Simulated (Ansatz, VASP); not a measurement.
# Si3C2: VASP beside Ansatz

The input INCAR:

```
SYSTEM = Si3C2
ALGO     = Normal         ! electronic algorithm
EDIFF    = 1E-6           ! SCF threshold, eV
ENCUT    = 520            ! plane-wave cutoff, eV
GGA      = PE             ! functional
ISIF     = 2              ! what is computed and relaxed
ISMEAR   = 0              ! smearing method
LASPH    = .True.         ! aspherical terms in the spheres
LCHARG   = .True.         ! write CHGCAR
LELF     = .True.         ! ELF
LREAL    = .False.        ! projectors in reciprocal space
LVHAR    = .True.       
LWAVE    = .False.        ! write WAVECAR
NBANDS   = 31             ! bands
NELM     = 60             ! most SCF steps
PREC     = Accurate       ! precision mode
SIGMA    = 0.1            ! smearing width, eV
```

KPOINTS

```
k-points
0
Gamma
  6 6 1
  0 0 0
```

Contents of POSCAR:

```
Si3C2
1.0
    2.7270963400      0.0000000000      0.0000000000
   -1.3635481700      2.3617347100      0.0000000000
    0.0000000000      0.0000000000     22.1145456800
Si C
6 4
Direct
    0.6666666700      0.3333333300      0.0500000000
    0.6666666700      0.3333333300      0.2500000000
    0.6666666700      0.3333333300      0.4500000000
    0.3333333300      0.6666666700      0.7500000000
    0.3333333300      0.6666666700      0.9500000000
    0.3333333300      0.6666666700      0.5500000000
    0.6666666700      0.3333333300      0.8500000000
    0.6666666700      0.3333333300      0.6500000000
    0.3333333300      0.6666666700      0.1500000000
    0.3333333300      0.6666666700      0.3500000000
```

Input for Ansatz:

```yaml
crystal:
  lattice:
    - [2.72709634, 0.0, 0.0]
    - [-1.36354817, 2.36173471, 0.0]
    - [0.0, 0.0, 22.11454568]
  atoms:
    - { symbol: Si, position: [0.66666667, 0.33333333, 0.05] }
    - { symbol: Si, position: [0.66666667, 0.33333333, 0.25] }
    - { symbol: Si, position: [0.66666667, 0.33333333, 0.45] }
    - { symbol: Si, position: [0.33333333, 0.66666667, 0.75] }
    - { symbol: Si, position: [0.33333333, 0.66666667, 0.95] }
    - { symbol: Si, position: [0.33333333, 0.66666667, 0.55] }
    - { symbol: C, position: [0.66666667, 0.33333333, 0.85] }
    - { symbol: C, position: [0.66666667, 0.33333333, 0.65] }
    - { symbol: C, position: [0.33333333, 0.66666667, 0.15] }
    - { symbol: C, position: [0.33333333, 0.66666667, 0.35] }
basis:
  ecutwfc: 420
kpoints:
  mp_grid: { grid: [6, 6, 1] }
hamiltonian:
  xc: pbe
scf:
  occupations: { method: gaussian, width: 0.1 }
  lower_state_search: "off"
output:
  forces: true
  stress: true
  eigenvalues: true
```

Alike in both runs: task single point; functional PBE; k mesh 6 × 6 × 1; occupations gaussian, width 0.1 eV; no spin polarisation.

|  | VASP | Ansatz |
| --- | --- | --- |
| version | VASP 6.6.1 | Ansatz 0.2.0 |
| potentials or method | VASP PAW PBE potentials, release 64 (Si, C), cutoff 520 eV | scalar-relativistic, plane waves, PAW |
| valence electrons in the cell | 40 | 40 |

```csv
,VASP,Ansatz,Ansatz less VASP
gap on the k mesh at the Fermi level (eV),none,none,-
pressure (GPa),-16.5,-16.5,0.00
"traceless stress, the component that is largest in VASP (GPa)",-4.82,-4.84,-0.026
rms of the force components (eV/Å),0.712,0.714,+0.0014
```

Atom by atom the forces differ by 0.001 eV/Å (rms over components). A gap of «none» marks a metal or a gap that the smearing closes. The functional is the same, so the differences come from potentials, cutoffs and numerics.

The k mesh is coarse, so the values compare programs but aren't converged.
